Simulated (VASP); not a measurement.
# Os (Pm-3m) in VASP: notebook

Runs on Os. Level: PBEsol. Tasks: single point.

Program: VASP 6.6.1. These are calculated values, not measurements. Logs are shortened: lines on timing, memory, paths and dates and some standing lists are left out, and cuts for length are marked.

## Step 1: The cell of the first run

The structure is cubic, space group Pm-3m (No. 221). The conventional cell has a = 2.248 Å, b = 2.248 Å, c = 2.248 Å, α = 90.00°, β = 90.00°, γ = 90.00°. Within 3.0 Å of Os (site symmetry m-3m) lie 6 Os at 2.25 Å.

## Step 2: Single point, PBEsol (volume scaled by 0.7)

Input file INCAR:

```
SYSTEM = Os
PREC     = Accurate       ! precision mode
ENCUT    = 520            ! plane-wave cutoff, eV
EDIFF    = 1E-7           ! SCF threshold, eV
ISMEAR   = -1             ! smearing method
SIGMA    = 0.1            ! smearing width, eV
LREAL    = .FALSE.        ! projectors in reciprocal space
LASPH    = .TRUE.         ! aspherical terms in the spheres
NELM     = 100            ! most SCF steps
ALGO     = Normal         ! electronic algorithm
ISIF     = 2              ! what is computed and relaxed
LWAVE    = .FALSE.        ! write WAVECAR
LCHARG   = .FALSE.        ! write CHGCAR
GGA      = PS             ! functional
NBANDS   = 10             ! bands
```

Input file KPOINTS:

```
Automatic mesh
0
G
  15 15 15
  0 0 0
```

Input file POSCAR:

```
Os
1.0
    2.2475807998      0.0000000000      0.0000000000
    0.0000000000      2.2475807998      0.0000000000
    0.0000000000      0.0000000000      2.2475807998
Os
1
Direct
    0.0000000000      0.0000000000      0.0000000000
```

Potentials or basis: VASP PAW PBE potentials, release 64 (Os).

Run with:

```bash
$ cat potpaw_PBE.64/Os/POTCAR > POTCAR
$ mpirun -np 1 vasp_std > vasp.out
```

OUTCAR:

```text
SYSTEM = Os
   PREC = Accurate
   ENCUT = 520
   EDIFF = 1E-7
   ISMEAR = -1
   LREAL = .FALSE.
   LASPH = .TRUE.
   NELM = 100
   ISIF = 2
   GGA = PS

 ion  position               nearest neighbor table
   1  0.000  0.000  0.000-

  LATTYP: Found a simple cubic cell.
 ALAT       =     2.2475807998

  Lattice vectors:

 A1 = (   2.2475807998,   0.0000000000,   0.0000000000)
 A2 = (   0.0000000000,   2.2475807998,   0.0000000000)
 A3 = (   0.0000000000,   0.0000000000,   2.2475807998)

Analysis of symmetry for initial positions (statically):
=====================================================================
 Subroutine PRICEL returns:
 Original cell was already a primitive cell.

 Routine SETGRP: Setting up the symmetry group for a
 simple cubic supercell.

 Subroutine GETGRP returns: Found 48 space group operations
 (whereof 48 operations were pure point group operations)
 out of a pool of 48 trial point group operations.

The static configuration has the point symmetry O_h .

Analysis of symmetry for dynamics (positions and initial velocities):
=====================================================================
 Subroutine PRICEL returns:
 Original cell was already a primitive cell.

 Routine SETGRP: Setting up the symmetry group for a
 simple cubic supercell.

 Subroutine GETGRP returns: Found 48 space group operations
 (whereof 48 operations were pure point group operations)
 out of a pool of 48 trial point group operations.

The dynamic configuration has the point symmetry O_h .

 Subroutine INISYM returns: Found 48 space group operations
 (whereof 48 operations are pure point group operations),
 and found     1 'primitive' translations

----------------------------------------------------------------------------------------

                                     Primitive cell

  volume of cell :      11.3539

  direct lattice vectors                    reciprocal lattice vectors
     2.247580800  0.000000000  0.000000000     0.444922826  0.000000000  0.000000000
     0.000000000  2.247580800  0.000000000     0.000000000  0.444922826  0.000000000
     0.000000000  0.000000000  2.247580800     0.000000000  0.000000000  0.444922826

  length of vectors
     2.247580800  2.247580800  2.247580800     0.444922826  0.444922826  0.444922826

  position of ions in fractional coordinates (direct lattice)
     0.000000000  0.000000000  0.000000000

  ion indices of the primitive-cell ions
   primitive index   ion index
                 1           1

----------------------------------------------------------------------------------------

 KPOINTS: Automatic mesh

Automatic generation of k-mesh.
 Grid dimensions read from file:
 generate k-points for:   15   15   15

 Generating k-lattice:

  Cartesian coordinates                     Fractional coordinates (reciprocal lattice)
     0.029661522  0.000000000  0.000000000     0.066666667  0.000000000  0.000000000
     0.000000000  0.029661522  0.000000000     0.000000000  0.066666667  0.000000000
     0.000000000  0.000000000  0.029661522     0.000000000  0.000000000  0.066666667

  Length of vectors
     0.029661522  0.029661522  0.029661522

  Shift w.r.t. Gamma in fractional coordinates (k-lattice)
     0.000000000  0.000000000  0.000000000

 Subroutine IBZKPT returns following result:
 ===========================================

 Found    120 irreducible k-points:

 Following reciprocal coordinates:
            Coordinates               Weight
  0.000000  0.000000  0.000000      1.000000
  0.066667  0.000000  0.000000      6.000000
  0.133333  0.000000  0.000000      6.000000
  0.200000  0.000000  0.000000      6.000000
  0.266667  0.000000  0.000000      6.000000
  0.333333  0.000000  0.000000      6.000000
[... 16 lines left out ...]
  0.266667  0.200000  0.000000     24.000000
  0.333333  0.200000  0.000000     24.000000
 [... further k-points ...]
   k-points           NKPTS =    120   k-points in BZ     NKDIM =    120   number of bands    NBANDS=     10
   number of dos      NEDOS =    301   number of ions     NIONS =      1
   total plane-waves  NPLWV =   5832
   dimension x,y,z NGX =    18 NGY =   18 NGZ =   18
   dimension x,y,z NGXF=    36 NGYF=   36 NGZF=   36
   ions per type =               1
   NGX,Y,Z   is equivalent  to a cutoff of  13.31, 13.31, 13.31 a.u.
   NGXF,Y,Z  is equivalent  to a cutoff of  26.63, 26.63, 26.63 a.u.
 SYSTEM =  Os
   PREC   = accura    normal or accurate (medium, high low for compatibility)
   ISTART =      0    job   : 0-new  1-cont  2-samecut
   ICHARG =      2    charge: 1-file 2-atom 10-const
   ISPIN  =      1    spin polarized calculation?
   LNONCOLLINEAR =      F non collinear calculations
   LSORBIT =      F    spin-orbit coupling
   LASPH  =      T    aspherical Exc in radial PAW
   ENCUT  =  520.0 eV  38.22 Ry    6.18 a.u.   4.18  4.18  4.18*2*pi/ulx,y,z
   NELM   =    100;   NELMIN=  2; NELMDL= -5     # of ELM steps
   EDIFF  = 0.1E-06   stopping-criterion for ELM
   LREAL  =      F    real-space projection
   EDIFFG = 0.1E-05   stopping-criterion for IOM
   NSW    =      0    number of steps for IOM
   IBRION =     -1    ionic relax: 0-MD 1-quasi-New 2-CG
   NFREE  =      0    steps in history (QN), initial steepest desc. (CG)
   ISIF   =      2    stress and relaxation
   ISYM   =      2    0-nonsym 1-usesym 2-fastsym
   POTIM  = 0.5000    time-step for ionic-motion
   TEBEG  =    0.0;   TEEND  =   0.0 temperature during run
   PSTRESS=    0.0 pullay stress
   NELECT =       8.0000    total number of electrons
   NUPDOWN=      -1.0000    fix difference up-down
   EMIN   =  10.00;   EMAX   =-10.00  energy-range for DOS
   EFERMI =   0.00;   METHOD = LEGACY
   ISMEAR =    -1;   SIGMA  =   0.10  broadening in eV -4-tet -1-fermi 0-gaus
   EFERMI_NEDOS =   21; number of points for ismear=-14 and -15
   IALGO  =     38    algorithm
   IMIX   =      4    mixing-type and parameters
     AMIX     =   0.40;   BMIX     =  1.00
     AMIX_MAG =   1.60;   BMIX_MAG =  1.00
  volume/ion in A,a.u.               =      11.35        76.62
  Fermi-wavevector in a.u.,A,eV,Ry     =   1.456765  2.752887 28.873800  2.122164
  Thomas-Fermi vector in A             =   2.573645
   LORBIT       =      0    0 simple, 1 ext, 2 COOP (PROOUT), +10 PAW based schemes
   GGA     = PS    functional components
   LHFCALC =     F    Hartree Fock is set to
   AEXX    =    0.0000 exact exchange contribution
   IVDW    =     0    specifies the selected vdW correction
   LEPSILON=     F    determine dielectric tensor
   LRPA    =     F    only Hartree local field effects (RPA)
 non-spin polarized calculation
  energy-cutoff  :      520.00
  volume of cell :       11.35
 maximum number of plane-waves:       313
 NGX is ok and might be reduce to    18
   NGX =  9   NGY =  9   NGZ =  9

 number of electron       8.0000002 magnetization

 Free energy of the ion-electron system (eV)
  ---------------------------------------------------
  ext. energy  EPLUGINS =         0.00000000
  ---------------------------------------------------
  free energy    TOTEN  =        -7.99456913 eV

  energy without entropy =       -7.96799735  energy(sigma->0) =       -7.98128324

 E-fermi :  13.1683     XC(G=0): -15.1884

 val. band max:       13.1637922509   @ k =   0.4000   0.2667   0.2000
 cond. band min:      13.2067989345   @ k =   0.2000   0.1333   0.0667
 fundamental gap:      0.0430066836
 Fermi energy:        13.1683425920

 k-point     1 :       0.0000    0.0000    0.0000
  band No.  band energies     occupation
      1       0.1566      2.00000
      2       3.2328      2.00000
      3       3.2328      2.00000
      4      17.3339      0.00000
      5      17.3339      0.00000
      6      17.3339      0.00000
      7      31.7126      0.00000
      8      31.7126      0.00000
      9      31.7126      0.00000
     10      39.9755      0.00000

 k-point     2 :       0.0667    0.0000    0.0000
  band No.  band energies     occupation
      1       0.3763      2.00000
      2       3.2890      2.00000
      3       3.5219      2.00000
      4      16.9313      0.00000
      5      16.9313      0.00000
      6      17.3625      0.00000
      7      30.6095      0.00000
      8      32.2055      0.00000
      9      32.2055      0.00000
     10      40.5730      0.00000

 k-point     3 :       0.1333    0.0000    0.0000
  band No.  band energies     occupation
      1       0.9365      2.00000
      2       3.4510      2.00000
      3       4.4242      2.00000
      4      15.9146      0.00000
      5      15.9146      0.00000
      6      17.4439      0.00000
      7      28.4182      0.00000
      8      33.4704      0.00000
      9      33.4704      0.00000
     10      37.5531      0.00000

 k-point     4 :       0.2000    0.0000    0.0000
  band No.  band energies     occupation
      1       1.6526      2.00000
      2       3.6982      2.00000
      3       5.9282      2.00000
      4      14.6432      0.00000
      5      14.6432      0.00000
      6      17.5656      0.00000
      7      26.2360      0.00000
      8      34.8787      0.00000
      9      35.0998      0.00000
     10      35.0998      0.00000
[... 222 lines left out ...]
 k-point    22 :       0.2000    0.2000    0.0000
  band No.  band energies     occupation
      1       3.0162      2.00000
      2       5.4827      2.00000
      3       7.0668      2.00000
      4      12.0592      1.99997
      5      14.6523      0.00000
      6      15.3352      0.00000
      7      28.5427      0.00000
      8      29.3722      0.00000
      9      36.0323      0.00000
     10      38.8307      0.00000

 k-point    23 :       0.2667    0.2000    0.0000
  band No.  band energies     occupation
      1       3.5965      2.00000
      2       5.8561      2.00000
      3       8.2644      2.00000
      4      11.6829      2.00000
      5      13.7044      0.00935
      6      15.2754      0.00000
      7      26.8080      0.00000
      8      30.3408      0.00000
      9      35.1593      0.00000
     10      40.5853      0.00000

 k-point    24 :       0.3333    0.2000    0.0000
  band No.  band energies     occupation
      1       4.1534      2.00000
      2       5.9247      2.00000
      3       8.5279      2.00000
      4      12.7192      1.97783
      5      12.9193      1.84694
      6      15.4354      0.00000
      7      25.3976      0.00000
      8      31.5419      0.00000
      9      33.9845      0.00000
     10      42.0178      0.00000

 [... further k-points ...]

------------------------ aborting loop because EDIFF is reached ----------------------------------------

  FORCE on cell =-STRESS in cart. coord.  units (eV):
  Direction    XX          YY          ZZ          XY          YZ          ZX
  --------------------------------------------------------------------------------------
  -------------------------------------------------------------------------------------
  Total       17.0889476     17.0889476     17.0889476      0.0000000      0.0000000      0.0000000
  in kB     2411.4594361   2411.4594361   2411.4594361      0.0000000      0.0000000      0.0000000
  external PRESSURE =    2411.4594361 kB  Pullay stress =       0.0000000 kB

 VOLUME and BASIS-vectors are now :
 -----------------------------------------------------------------------------
  energy-cutoff  :      520.00
  volume of cell :       11.35
      direct lattice vectors                 reciprocal lattice vectors
     2.247580800  0.000000000  0.000000000     0.444922826  0.000000000  0.000000000
     0.000000000  2.247580800  0.000000000     0.000000000  0.444922826  0.000000000
     0.000000000  0.000000000  2.247580800     0.000000000  0.000000000  0.444922826

 POSITION                                       TOTAL-FORCE (eV/Angst)
 -----------------------------------------------------------------------------------
      0.00000      0.00000      0.00000         0.000000      0.000000      0.000000
 -----------------------------------------------------------------------------------
    total drift:                                0.000000      0.000000     -0.000000

  FREE ENERGIE OF THE ION-ELECTRON SYSTEM (eV)
  ---------------------------------------------------
  free  energy   TOTEN  =        -7.9945691284 eV

  energy  without entropy=       -7.9679973515  energy(sigma->0) =       -7.98128324
```

Run time: 6.2 s. Hardware: 1 thread of Intel Xeon 6975P-C (Granite Rapids), shared host; peak memory 0.12 GiB.

What came out:

| Property | Result |
| --- | --- |
| Free energy | -7.9946 eV |
| Pressure | 241.1 GPa |
| Band gap on the k mesh | zero (band 4 reaches 19.60 eV, above the bottom of band 5 at 11.23 eV) |

Levels at points of the mesh, in eV from the Fermi level:
```tsv
k point	band 1	band 2	band 3	band 4	band 5	band 6	band 7	band 8	band 9
(0.00, 0.00, 0.00)	-13.01	-9.94	-9.94	4.17	4.17	4.17	18.54	18.54	18.54
```

Caveat: the PAW data sets were made with another functional, which shifts forces and pressure a little; spin-orbit coupling is left out, which moves the levels of the heavy elements.

## Step 3: Single point, PBEsol (volume scaled by 0.8)

INCAR, as its differences from that of step 2:

```diff
@@ -3,3 +3,3 @@
 ENCUT    = 520            ! plane-wave cutoff, eV
-EDIFF    = 1E-7           ! SCF threshold, eV
+EDIFF    = 1E-6           ! SCF threshold, eV
 ISMEAR   = -1             ! smearing method
```

KPOINTS is that of step 2.

Input file POSCAR:

```
Os
1.0
    2.3498815013      0.0000000000      0.0000000000
    0.0000000000      2.3498815013      0.0000000000
    0.0000000000      0.0000000000      2.3498815013
Os
1
Direct
    0.0000000000      0.0000000000      0.0000000000
```

Potentials or basis: VASP PAW PBE potentials, release 64 (Os).

Run with:

```bash
$ cat potpaw_PBE.64/Os/POTCAR > POTCAR
$ mpirun -np 1 vasp_std > vasp.out
```

It took 6.5 s on 1 thread of Intel Xeon 6975P-C (Granite Rapids), shared host; peak memory 0.13 GiB.

The run converged. Its results:

```yaml
Free_energy: -9.7227 eV
Pressure: 112.8 GPa
Band_gap_on_the_k_mesh: zero (band 4 reaches 17.63 eV, above the bottom of band 5 at 9.29 eV)
```

Levels at points of the mesh, in eV from the Fermi level:
```csv
k point,band 1,band 2,band 3,band 4,band 5,band 6,band 7,band 8,band 9
"(0.00, 0.00, 0.00)",-11.74,-8.35,-8.35,3.41,3.41,3.41,17.41,17.41,17.41
```

Caveat: the PAW data sets were made with another functional, which shifts forces and pressure a little; spin-orbit coupling is left out, which moves the levels of the heavy elements.
